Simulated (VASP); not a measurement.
# FeO (Fm-3m) in VASP: settings compared, part 2 of 2

VASP 6.6.1.

## (3) Single point, PBE+D4, collinear spin, ferromagnetic start

This run uses another cell than the first one, of 10.41 Å³/atom.

The input, INCAR:

```
SYSTEM = FeO
PREC     = Accurate       ! precision mode
ENCUT    = 520            ! plane-wave cutoff, eV
EDIFF    = 1E-7           ! SCF threshold, eV
ISMEAR   = -1             ! smearing method
SIGMA    = 0.05           ! smearing width, eV
LREAL    = .FALSE.        ! projectors in reciprocal space
LASPH    = .TRUE.         ! aspherical terms in the spheres
NELM     = 150            ! most SCF steps
ALGO     = Normal         ! electronic algorithm
ISIF     = 2              ! what is computed and relaxed
LWAVE    = .FALSE.        ! write WAVECAR
LCHARG   = .TRUE.         ! write CHGCAR
ISPIN    = 2              ! spin polarisation
MAGMOM   = 3 0            ! initial moments
LORBIT   = 11             ! projections on sites
LMAXMIX  = 4              ! l up to which the mixer works
GGA      = PE             ! functional
IVDW     = 13             ! dispersion correction
LELF     = .TRUE.         ! ELF
LVHAR    = .TRUE.       
NBANDS   = 18             ! bands
```

The input, KPOINTS:

```
regular mesh
0
G
  11 11 11
  0 0 0
```

The input, POSCAR:

```
FeO
1.0
    0.0000000000      2.1837637790      2.1837637790
    2.1837637790      0.0000000000      2.1837637790
    2.1837637790      2.1837637790      0.0000000000
Fe O
1 1
Direct
    0.0000000000      0.0000000000      0.0000000000
    0.5000000000      0.5000000000      0.5000000000
```

Potentials or basis: VASP PAW PBE potentials, release 64 (Fe, O).

Run with:

```sh
cat potpaw_PBE.64/Fe/POTCAR potpaw_PBE.64/O/POTCAR > POTCAR
mpirun -np 1 vasp_std > vasp.out
```

OUTCAR:

```text
SYSTEM = FeO
   PREC = Accurate
   ENCUT = 520
   EDIFF = 1E-7
   ISMEAR = -1
   LREAL = .FALSE.
   LASPH = .TRUE.
   NELM = 150
   ISIF = 2
   ISPIN = 2
   LORBIT = 11
   GGA = PE
   IVDW = 13

 ion  position               nearest neighbor table
   1  0.000  0.000  0.000-   2 2.18   2 2.18   2 2.18   2 2.18   2 2.18   2 2.18
   2  0.500  0.500  0.500-   1 2.18   1 2.18   1 2.18   1 2.18   1 2.18   1 2.18

  LATTYP: Found a face centered cubic cell.
 ALAT       =     4.3675275580

  Lattice vectors:

 A1 = (   0.0000000000,   2.1837637790,   2.1837637790)
 A2 = (   2.1837637790,   0.0000000000,   2.1837637790)
 A3 = (   2.1837637790,   2.1837637790,   0.0000000000)

Analysis of symmetry for initial positions (statically):
=====================================================================
 Subroutine PRICEL returns:
 Original cell was already a primitive cell.

 Routine SETGRP: Setting up the symmetry group for a
 face centered cubic supercell.

 Subroutine GETGRP returns: Found 48 space group operations
 (whereof 48 operations were pure point group operations)
[... 1197 lines left out ...]

 [... further k-points ...]

------------------------ aborting loop because EDIFF is reached ----------------------------------------

  DFT-D4 for vdW energy calculation

  Edisp (eV):   -0.65025

  FORCE on cell =-STRESS in cart. coord.  units (eV):
  Direction    XX          YY          ZZ          XY          YZ          ZX
  --------------------------------------------------------------------------------------
  -------------------------------------------------------------------------------------
  Total      -1.40261    -1.40261    -1.40261     0.00000     0.00000     0.00000
  in kB    -107.89478  -107.89478  -107.89478     0.00000     0.00000     0.00000
  external pressure =     -107.89 kB  Pullay stress =        0.00 kB

 VOLUME and BASIS-vectors are now :
 -----------------------------------------------------------------------------
  energy-cutoff  :      520.00
  volume of cell :       20.83
      direct lattice vectors                 reciprocal lattice vectors
     0.000000000  2.183763779  2.183763779    -0.228962493  0.228962493  0.228962493
     2.183763779  0.000000000  2.183763779     0.228962493 -0.228962493  0.228962493
     2.183763779  2.183763779  0.000000000     0.228962493  0.228962493 -0.228962493

 POSITION                                       TOTAL-FORCE (eV/Angst)
 -----------------------------------------------------------------------------------
      0.00000      0.00000      0.00000        -0.000000      0.000000     -0.000000
      2.18376      2.18376      2.18376         0.000000      0.000000      0.000000
 -----------------------------------------------------------------------------------
    total drift:                                0.000000     -0.000000      0.000000

  FREE ENERGIE OF THE ION-ELECTRON SYSTEM (eV)
  ---------------------------------------------------
  free  energy   TOTEN  =       -15.5693032817 eV

  energy  without entropy=      -15.5566435292  energy(sigma->0) =      -15.56297341

 total charge

# of ion       s       p       d       tot
------------------------------------------
    1        0.277   0.333   6.060   6.670
    2        1.556   3.417   0.000   4.973
--------------------------------------------------
tot          1.833   3.750   6.060  11.643

 magnetization (x)

# of ion       s       p       d       tot
------------------------------------------
    1        0.027   0.020   3.577   3.624
    2        0.029   0.266   0.000   0.294
--------------------------------------------------
tot          0.056   0.286   3.577   3.918
```

OSZICAR:

```text
N       E                     dE             d eps       ncg     rms          rms(c)
DAV:   1     0.684007489762E+02    0.68401E+02   -0.67180E+03  4360   0.888E+02
DAV:   2    -0.127897240278E+02   -0.81190E+02   -0.69036E+02  4114   0.203E+02
DAV:   3    -0.173791122227E+02   -0.45894E+01   -0.44176E+01  4858   0.515E+01
DAV:   4    -0.174135150150E+02   -0.34403E-01   -0.34387E-01  4804   0.428E+00
DAV:   5    -0.174137610372E+02   -0.24602E-03   -0.24601E-03  4878   0.374E-01    0.174E+01
DAV:   6    -0.156718151191E+02    0.17419E+01   -0.16655E+01  5340   0.563E+01    0.205E+01
DAV:   7    -0.149599779591E+02    0.71184E+00   -0.36219E+00  5238   0.350E+01    0.900E+00
DAV:   8    -0.149387005497E+02    0.21277E-01   -0.19500E-01  5022   0.440E+00    0.504E+00
DAV:   9    -0.149243211218E+02    0.14379E-01   -0.83216E-02  6338   0.450E+00    0.112E+00
DAV:  10    -0.149189079959E+02    0.54131E-02   -0.22537E-02  5674   0.297E+00    0.149E-01
DAV:  11    -0.149190319129E+02   -0.12392E-03   -0.31430E-03  5298   0.533E-01    0.670E-02
DAV:  12    -0.149190311464E+02    0.76647E-06   -0.70511E-05  5158   0.806E-02    0.450E-02
DAV:  13    -0.149190466068E+02   -0.15460E-04   -0.30176E-05  5474   0.561E-02    0.173E-02
DAV:  14    -0.149190500643E+02   -0.34575E-05   -0.45024E-06  4574   0.178E-02    0.769E-03
DAV:  15    -0.149190496169E+02    0.44740E-06   -0.77619E-07  5496   0.863E-03    0.313E-03
DAV:  16    -0.149190495362E+02    0.80696E-07   -0.28875E-07  4140   0.781E-03
   1 F= -.15569303E+02 E0= -.15562973E+02  d E =-.126598E-01  mag=     4.0014
```

Wall time 62 s (1 thread of Intel Xeon 8259CL, shared host); peak memory 0.17 GiB.

What came out:

```
Free energy                                           : -15.5693 eV
Pressure                                              : -10.8 GPa
Band gap on the k mesh                                : zero (filled and empty bands overlap)
Net moment                                            : 4.00 μB per cell
Site moments                                          : Fe +3.62; O +0.29 μB
Valence electrons inside the program's atomic spheres : Fe 6.67; O 4.97
Dispersion energy per atom                            : -0.325 eV
```

Levels at points of the mesh, in eV from the Fermi level:
Spin up:
```
           k point  band 7  band 8  band 9  band 10  band 11  band 12
(0.00, 0.00, 0.00)   -3.66   -3.66   -3.66    -0.12    15.33    16.71
```
Spin down:
```
           k point  band 1  band 2  band 3  band 4  band 5  band 6  band 7  band 8  band 9  band 10
(0.00, 0.00, 0.00)  -19.88   -3.12   -3.12   -3.12   -0.68   -0.68   -0.68    0.21    0.21     0.68
```

Caveat: the cell stands under tension; a cell with one magnetic atom can't hold antiferromagnetic order, which such compounds often take; semilocal functionals often make such compounds metallic where correlation or magnetic order opens a gap, which also shifts bond lengths. With open d or f shells a metallic result of PBE can be an artefact of self-interaction; +U or a hybrid may open a gap.

## (4) Single point, PBE+D4, collinear spin, ferromagnetic start

This run uses another cell than the first one, of 10.61 Å³/atom.

The input, INCAR:

```
SYSTEM = FeO
PREC = Accurate ; ENCUT = 520
EDIFF = 1E-7 ; ISMEAR = -1
SIGMA = 0.05 ; LREAL = .False.
LASPH = .True. ; NELM = 150
ALGO = Normal ; ISIF = 2
LWAVE = .False. ; LCHARG = .False.
ISPIN = 2 ; MAGMOM = 3 0
LORBIT = 11 ; LMAXMIX = 4
GGA = PE ; IVDW = 13
NBANDS = 18
```

The input, KPOINTS:

```
regular mesh
0
Gamma
  11 11 11
  0 0 0
```

The input, POSCAR:

```
FeO
1.0
    0.0000000000      2.1976734774      2.1976734774
    2.1976734774      0.0000000000      2.1976734774
    2.1976734774      2.1976734774      0.0000000000
Fe O
1 1
Direct
    0.0000000000      0.0000000000      0.0000000000
    0.5000000000      0.5000000000      0.5000000000
```

Run with:

```sh
cat potpaw_PBE.64/Fe/POTCAR potpaw_PBE.64/O/POTCAR > POTCAR
mpirun -np 1 vasp_std > vasp.out
```

Run time: 64 s. Hardware: 1 thread of Intel Xeon 8259CL, shared host; peak memory 0.17 GiB.

The run converged. Its results:

| Property | Result |
| --- | --- |
| Free energy | -15.5392 eV |
| Pressure | -13.5 GPa |
| Band gap on the k mesh | zero (filled and empty bands overlap) |
| Net moment | 4.00 μB per cell |
| Site moments | Fe +3.63; O +0.29 μB |
| Valence electrons inside the program's atomic spheres | Fe 6.64; O 4.96 |
| Dispersion energy per atom | -0.320 eV |

Levels at points of the mesh, in eV from the Fermi level:
Spin up:
| k point | band 5 | band 6 | band 7 | band 8 | band 9 | band 10 | band 11 | band 12 | band 13 | band 14 |
| --- | --- | --- | --- | --- | --- | --- | --- | --- | --- | --- |
| (0.00, 0.00, 0.00) | -3.67 | -3.67 | -3.59 | -3.59 | -3.59 | -0.21 | 15.26 | 16.56 | 16.56 | 16.56 |
Spin down:
| k point | band 3 | band 4 | band 5 | band 6 | band 7 | band 8 |
| --- | --- | --- | --- | --- | --- | --- |
| (0.00, 0.00, 0.00) | -3.06 | -3.06 | -0.66 | -0.66 | -0.66 | 0.22 |

Caveat: the cell stands under tension; a cell with one magnetic atom can't hold antiferromagnetic order, which such compounds often take; semilocal functionals often make such compounds metallic where correlation or magnetic order opens a gap, which also shifts bond lengths. With open d or f shells a metallic result of PBE can be an artefact of self-interaction; +U or a hybrid may open a gap.

## (5) Single point, PBE, collinear spin, ferromagnetic start

This run uses another cell than the first one, of 10.01 Å³/atom.

The input, INCAR:

```
SYSTEM = FeO
ALGO = Normal
EDIFF = 1E-7
ENCUT = 520
GGA = PE
ISIF = 2
ISMEAR = -1
ISPIN = 2
LASPH = .TRUE.
LCHARG = .FALSE.
LMAXMIX = 4
LORBIT = 11
LREAL = .FALSE.
LWAVE = .FALSE.
MAGMOM = 3 0
NBANDS = 18
NELM = 150
PREC = Accurate
SIGMA = 0.05
```

The input, KPOINTS:

```
k-points
0
G
  19 19 19
  0 0 0
```

The input, POSCAR:

```
FeO
1.0
    0.0000000000      2.1554000000      2.1554000000
    2.1554000000      0.0000000000      2.1554000000
    2.1554000000      2.1554000000      0.0000000000
Fe O
1 1
Direct
    0.0000000000      0.0000000000      0.0000000000
    0.5000000000      0.5000000000      0.5000000000
```

Run with:

```sh
cat potpaw_PBE.64/Fe/POTCAR potpaw_PBE.64/O/POTCAR > POTCAR
mpirun -np 1 vasp_std > vasp.out
```

Wall time 4.1 min (1 thread of Intel Xeon 8259CL, shared host); peak memory 0.25 GiB.

Results (log left out):

- Free energy: -14.9365 eV
- Pressure: -0.1 GPa
- Band gap on the k mesh: zero (filled and empty bands overlap)
- Net moment: 4.00 μB per cell
- Site moments: Fe +3.62; O +0.30 μB
- Valence electrons inside the program's atomic spheres: Fe 6.73; O 4.99

Levels at points of the mesh, in eV from the Fermi level:
Spin up:
```tsv
k point	band 6	band 7	band 8	band 9	band 10	band 11	band 12	band 13
(0.00, 0.00, 0.00)	-3.79	-3.79	-3.67	-3.67	0.09	15.47	17.04	17.04
```
Spin down:
| k point | band 3 | band 4 | band 5 | band 6 | band 7 | band 8 |
| --- | --- | --- | --- | --- | --- | --- |
| (0.00, 0.00, 0.00) | -3.23 | -3.23 | -0.73 | -0.73 | -0.73 | 0.20 |

Caveat: a cell with one magnetic atom can't hold antiferromagnetic order, which such compounds often take; semilocal functionals often make such compounds metallic where correlation or magnetic order opens a gap, which also shifts bond lengths.

## (6) Single point, PBEsol+D4, collinear spin, ferromagnetic start

This run uses another cell than the first one, of 9.82 Å³/atom.

The input, INCAR:

```
PREC = Accurate ; ENCUT = 520
EDIFF = 1E-6 ; ISMEAR = -1
SIGMA = 0.05 ; LREAL = False
LASPH = True ; NELM = 150
ALGO = Normal ; ISIF = 2
LWAVE = False ; LCHARG = False
ISPIN = 2 ; MAGMOM = 3 0
LORBIT = 11 ; LMAXMIX = 4
GGA = PS ; IVDW = 13
NBANDS = 18
```

The input, KPOINTS:

```
Automatic mesh
0
Gamma
  11 11 11
```

The input, POSCAR:

```
FeO
1.0
    0.0000000000      2.1417241731      2.1417241731
    2.1417241731      0.0000000000      2.1417241731
    2.1417241731      2.1417241731      0.0000000000
Fe O
1 1
Direct
    0.0000000000      0.0000000000      0.0000000000
    0.5000000000      0.5000000000      0.5000000000
```

Potentials or basis: VASP PAW PBE potentials, release 64 (Fe, O).

Run with:

```sh
cat potpaw_PBE.64/Fe/POTCAR potpaw_PBE.64/O/POTCAR > POTCAR
mpirun -np 1 vasp_std > vasp.out
```

It took 18 s on 1 thread of Intel Xeon 6975P-C (Granite Rapids), shared host; peak memory 0.16 GiB.

It converged, with:

| Quantity | Value |
| --- | --- |
| Free energy | -16.2507 eV |
| Pressure | 0.4 GPa |
| Band gap on the k mesh | zero (filled and empty bands overlap) |
| Net moment | 4.00 μB per cell |
| Site moments | Fe +3.61; O +0.31 μB |
| Valence electrons inside the program's atomic spheres | Fe 6.78; O 4.98 |
| Dispersion energy per atom | -0.196 eV |

Levels at points of the mesh, in eV from the Fermi level:
Spin up:
```
           k point  band 7  band 8  band 9  band 10  band 11  band 12
(0.00, 0.00, 0.00)   -3.90   -3.66   -3.66     0.10    15.30    17.03
```
Spin down:
```csv
k point,band 3,band 4,band 5,band 6,band 7,band 8
"(0.00, 0.00, 0.00)",-3.30,-3.30,-0.77,-0.77,-0.77,0.11
```

Caveat: the PAW data sets were made with another functional, which shifts forces and pressure a little; a cell with one magnetic atom can't hold antiferromagnetic order, which such compounds often take; semilocal functionals often make such compounds metallic where correlation or magnetic order opens a gap, which also shifts bond lengths.

## (7) Overview

| level | cell | k mesh | gap on the mesh (eV) | pressure (GPa) | moment (μB) |
| --- | --- | --- | --- | --- | --- |
| PBE+D4 | a = 3.068 Å, angles 60.0°, 2 atoms | 11 × 11 × 11 | none | -7.9 | 4.00 |
| PBE+D4 | a = 3.088 Å, angles 60.0°, 2 atoms | 11 × 11 × 11 | none | -10.8 | 4.00 |
| PBE+D4 | a = 3.108 Å, angles 60.0°, 2 atoms | 11 × 11 × 11 | none | -13.5 | 4.00 |
| PBE | a = 3.048 Å, angles 60.0°, 2 atoms | 19 × 19 × 19 | none | -0.1 | 4.00 |
| PBEsol+D4 | a = 3.029 Å, angles 60.0°, 2 atoms | 11 × 11 × 11 | none | 0.4 | 4.00 |

Alike in all rows: task single point; potentials or basis VASP PAW PBE potentials, release 64 (Fe, O); spin collinear, ferromagnetic start; cutoff (eV) 520; smearing fermi-dirac 0.05 eV.

Caveats: a cell with one magnetic atom can't hold antiferromagnetic order, which such compounds often take; semilocal functionals often make such compounds metallic where correlation or magnetic order opens a gap, which also shifts bond lengths; the cell stands under tension (at least some runs); the PAW data sets were made with another functional, which shifts forces and pressure a little (at least some runs).

Total energies depend on the potentials used, so only differences within one code and one set of settings carry meaning.

## (8) Comparison with measurements

Step 5. A measured gap of FeO is 2.4 eV (optical; quoted in “W\"ustite: Electric, thermodynamic and optical properties of FeO”, 2012, arxiv:1203.1201); the calculated 0.00 eV misses it by -2.40 eV. So large a miss can be the level of theory's own, or it may mean another phase, state or a wrong row. The value is that of PBE on a finite k mesh, which can miss the band edges, without temperature or zero-point motion. Semilocal functionals fall short of measured gaps as a rule. The run's magnetic order (collinear spin, ferromagnetic start) needn't be the measured crystal's.

Step 6. Measured gap of FeO: 2.4 eV (optical; quoted in “W\"ustite: Electric, thermodynamic and optical properties of FeO”, 2012, arxiv:1203.1201). This calculation gives 0.00 eV (-2.40 eV). So large a miss can be the level of theory's own, or it may mean another phase, state or a wrong row. The value is that of PBEsol+D4 on a finite k mesh, which can miss the band edges, without temperature or zero-point motion. Semilocal functionals fall short of measured gaps as a rule. The run's magnetic order (collinear spin, ferromagnetic start) needn't be the measured crystal's.
